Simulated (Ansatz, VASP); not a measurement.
## SnO: VASP beside Ansatz

INCAR

```
SYSTEM = SnO
ALGO = Normal
EDIFF = 1E-6
ENCUT = 520
GGA = PE
GGA_COMPAT = .FALSE.
ISIF = 2
ISMEAR = 0
LASPH = .TRUE.
LCHARG = .TRUE.
LORBIT = 11
LORBMOM = .TRUE.
LREAL = .FALSE.
LSORBIT = .TRUE.
LVHAR = .TRUE.
LWAVE = .FALSE.
MAGMOM = 0 0 0 0 0 0 0 0 0 0 0 0
NBANDS = 54
NELM = 150
PREC = Accurate
SIGMA = 0.05
```

The input KPOINTS:

```
k-points
0
G
  6 6 4
  0 0 0
```

The input POSCAR:

```
SnO
1.0
    3.8986843709      0.0000000000      0.0000000000
    0.0000000000      3.8986843709      0.0000000000
    0.0000000000      0.0000000000      4.8290741058
Sn O
2 2
Direct
    0.0000000000      0.5000000000      0.2435694544
    0.5000000000      0.0000000000      0.7564305456
    0.0000000000      0.0000000000      0.0000000000
    0.5000000000      0.5000000000      0.0000000000
```

Input for Ansatz:

```yaml
crystal:
  lattice:
    - [3.8986843709, 0.0, 0.0]
    - [0.0, 3.8986843709, 0.0]
    - [0.0, 0.0, 4.8290741058]
  atoms:
    - { symbol: Sn, position: [0.0, 0.5, 0.2435694544] }
    - { symbol: Sn, position: [0.5, 0.0, 0.7564305456] }
    - { symbol: O, position: [0.0, 0.0, 0.0] }
    - { symbol: O, position: [0.5, 0.5, 0.0] }
basis:
  ecutwfc: 420
  ecutrho_ratio: 4
kpoints:
  mp_grid: { grid: [6, 6, 4] }
hamiltonian:
  xc: pbe
scf:
  occupations: { method: gaussian, width: 0.05 }
output:
  forces: true
  stress: true
  eigenvalues: true
  populations: true
  topological_invariants: true
magnetization:
  noncollinear: true
  spin_orbit: true
```

Alike in both runs: task single point; functional PBE; k mesh 6 × 6 × 4; occupations gaussian, width 0.05 eV; non-collinear spin, spin-orbit coupling.

|  | VASP | Ansatz |
| --- | --- | --- |
| version | VASP 6.6.1 | Ansatz 0.2.0 |
| potentials or method | VASP PAW PBE potentials, release 64 (Sn_d, O), cutoff 520 eV | plane waves, PAW |
| valence electrons in the cell | 40 | 40 |

Ansatz gave:

```
pressure (GPa)                                                : -2.0
traceless stress, the component that is largest in VASP (GPa) : 0.62
rms of the force components (eV/Å)                            : 0.239
net moment per atom (μB)                                      : 0.00
```

Task: Which values does VASP return?

Result: Pressure (GPa): -1.8; traceless stress, the component that is largest in VASP (GPa): 0.62; rms of the force components (eV/Å): 0.211; net moment per atom (μB): 0.00.

Atom by atom the forces differ by 0.028 eV/Å (rms over components).
